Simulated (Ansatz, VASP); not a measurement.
NbRu3: VASP beside Ansatz

```xyz
4
Lattice="3.8929 0.0000 0.0000 0.0000 3.8929 0.0000 0.0000 0.0000 3.8929" Properties=species:S:1:pos:R:3 pbc="T T T"
Nb    0.0000    0.0000    0.0000
Ru    0.0000    1.9464    1.9464
Ru    1.9464    0.0000    1.9464
Ru    1.9464    1.9464    0.0000
```

Change from the starting cell: volume scaled by 1.01.

Alike in both runs: task single point; functional LDA; k mesh 9 × 9 × 9; occupations fermi-dirac, width 0.05 eV; no spin polarisation.

|  | VASP | Ansatz |
| --- | --- | --- |
| version | VASP 6.6.1 | Ansatz 0.2.0 |
| potentials or method | VASP PAW LDA potentials, release 64 (Nb_sv, Ru_pv), cutoff 520 eV | all-electron LAPW, scalar-relativistic |

|  | VASP | Ansatz | Ansatz less VASP |
| --- | --- | --- | --- |
| pressure (GPa) | -13.5 | -13.9 | -0.36 |

LDA's correlation is that of Perdew and Zunger in VASP and of Perdew and Wang (1992) in Ansatz. Ansatz ran all-electron here, and VASP with PAW potentials.
